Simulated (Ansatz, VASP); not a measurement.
## One calculation of InP, two programs

Contents of INCAR:

```
SYSTEM = InP
ALGO = Normal ; EDIFF = 1E-7
ENCUT = 520 ; GGA = PE
ISIF = 2 ; ISMEAR = 0
LASPH = .TRUE. ; LCHARG = .FALSE.
LREAL = .FALSE. ; LWAVE = .FALSE.
NBANDS = 16 ; NELM = 80
PREC = Accurate ; SIGMA = 0.15
```

The input KPOINTS:

```
k-points
0
G
  20 20 20
  0 0 0
```

Contents of POSCAR:

```
InP
1.0
    0.0000000000      2.7673550555      2.5537152452
    2.7673550555      0.0000000000      2.5537152452
    2.7673550555      2.7673550555      0.0000000000
In P
1 1
Direct
    0.0000000000      0.0000000000      0.0000000000
    0.5000000000      0.5000000000      0.5000000000
```

Input for Ansatz:

```yaml
crystal:
  lattice:
    - [0.0, 2.7673550555, 2.5537152452]
    - [2.7673550555, 0.0, 2.5537152452]
    - [2.7673550555, 2.7673550555, 0.0]
  atoms:
    - { symbol: In, position: [0.0, 0.0, 0.0] }
    - { symbol: P, position: [0.5, 0.5, 0.5] }
basis:
  ecutwfc: 420
kpoints:
  mp_grid: { grid: [20, 20, 20] }
hamiltonian:
  xc: pbe
scf:
  occupations: { method: gaussian, width: 0.15 }
output:
  forces: true
  stress: true
  eigenvalues: true
```

Alike in both runs: task single point; functional PBE; k mesh 20 × 20 × 20; occupations gaussian, width 0.15 eV; no spin polarisation.

|  | VASP | Ansatz |
| --- | --- | --- |
| version | VASP 6.6.1 | Ansatz 0.2.0 |
| potentials or method | VASP PAW PBE potentials, release 64 (In_d, P), cutoff 520 eV | scalar-relativistic, plane waves, PAW |
| valence electrons in the cell | 18 | 18 |

|  | VASP | Ansatz | Ansatz less VASP |
| --- | --- | --- | --- |
| gap on the k mesh at the Fermi level (eV) | none | none | - |
| pressure (GPa) | 8.7 | 8.7 | +0.06 |
| traceless stress, the component that is largest in VASP (GPa) | 9.78 | 9.84 | +0.057 |

A gap of «none» marks a metal or a gap that the smearing closes. The functional is the same, so the differences come from potentials, cutoffs and numerics.
